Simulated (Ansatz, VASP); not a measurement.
## Al2Pt in VASP and in Ansatz

INCAR

```
SYSTEM = Al2Pt
PREC = Accurate
ENCUT = 520
EDIFF = 1E-8
ISMEAR = -1
SIGMA = 0.08
LREAL = .FALSE.
LASPH = .TRUE.
NELM = 80
ALGO = Normal
ISIF = 2
LWAVE = .FALSE.
LCHARG = .FALSE.
GGA = CA
LEFG = .TRUE.
NBANDS = 15
```

KPOINTS

```
regular mesh
0
G
  12 12 12
  0 0 0
```

Contents of POSCAR:

```
Al2Pt
1.0
    0.0000000000      2.9150626719      2.9150626719
    2.9150626719      0.0000000000      2.9150626719
    2.9150626719      2.9150626719      0.0000000000
Al Pt
2 1
Direct
    0.2500000000      0.2500000000      0.2500000000
    0.7500000000      0.7500000000      0.7500000000
    0.0000000000      0.0000000000      0.0000000000
```

Input for Ansatz:

```yaml
crystal:
  lattice:
    - [0.0, 2.9150626719, 2.9150626719]
    - [2.9150626719, 0.0, 2.9150626719]
    - [2.9150626719, 2.9150626719, 0.0]
  atoms:
    - { symbol: Al, position: [0.25, 0.25, 0.25] }
    - { symbol: Al, position: [0.75, 0.75, 0.75] }
    - { symbol: Pt, position: [0.0, 0.0, 0.0] }
kpoints:
  mp_grid: { grid: [12, 12, 12] }
scf:
  occupations: { method: fermi_dirac, width: 0.08 }
hamiltonian:
  xc: lda
  pseudopotentials: { kind: all_electron, datasets: crystal }
output:
  forces: true
  stress: true
  eigenvalues: true
  efg: { contact_densities: true }
```

Change from the starting cell: volume scaled by 0.96, crystal datasets.

Alike in both runs: task electric field gradients; functional LDA; k mesh 12 × 12 × 12; occupations fermi-dirac, width 0.08 eV; no spin polarisation.

|  | VASP | Ansatz |
| --- | --- | --- |
| version | VASP 6.6.1 | Ansatz 0.2.0 |
| potentials or method | VASP PAW LDA potentials, release 64 (Al, Pt), cutoff 520 eV | all-electron PAW with datasets made for the crystal, scalar-relativistic |

Ansatz gave:

```
pressure (GPa) : 1.8
```

Task: What did VASP give for the same quantities?

Result: Pressure (GPa): 2.2.

LDA's correlation is that of Perdew and Zunger in VASP and of Perdew and Wang (1992) in Ansatz. Ansatz ran all-electron here, and VASP with PAW potentials.

Spin-orbit coupling is off throughout.
